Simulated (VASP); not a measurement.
Hf2ZrTe6, 9 atoms in the cell. Symmetry: P-3m1, No. 164, trigonal system. Conventional cell: a = 3.975 Å, b = 3.975 Å, c = 21.469 Å, α = 90.00°, β = 90.00°, γ = 120.00°. Zr (site symmetry -3m) has 6 Te at 2.92 Å within 3.8 Å. Within 3.8 Å of Hf (site symmetry 3m) lie 6 Te at 2.90 Å. Within 3.8 Å of Te (site symmetry 3m) lie 3 Zr at 2.92 Å. Within 3.8 Å of Te (site symmetry 3m) lie 3 Hf at 2.90 Å. Within 3.8 Å of Te (site symmetry 3m) lie 3 Hf at 2.90 Å. 

| Item | Value |
| --- | --- |
| Program | VASP 6.6.1 |
| Task | single point |
| Functional | PBE |
| Potentials or basis | VASP PAW PBE potentials, release 64 (Zr_sv, Hf_pv, Te) |
| Cutoff | 520 eV |
| k mesh | 6 × 6 × 1 |
| Occupations | gaussian, width 0.1 eV |
| Spin | no spin polarisation |
| Dipole correction | no |
| Further INCAR settings | ALGO = Normal; EDIFF = 1e-07; NBANDS = 44 |

Potentials or basis: VASP PAW PBE potentials, release 64 (Zr_sv, Hf_pv, Te).

Command:

```bash
$ cat potpaw_PBE.64/Zr_sv/POTCAR potpaw_PBE.64/Hf_pv/POTCAR potpaw_PBE.64/Te/POTCAR > POTCAR
$ mpirun -np 1 vasp_std > vasp.out
```

Hardware: 1 thread of Intel(R) Xeon(R) 6975P-C (Granite Rapids), with other jobs on the host.

How long does it take, and how much memory?

It took 3.1 min on 1 thread of Intel(R) Xeon(R) 6975P-C (Granite Rapids), on a shared host, peak memory 0.41 GiB. Counts: scf iterations 31, k points 7.
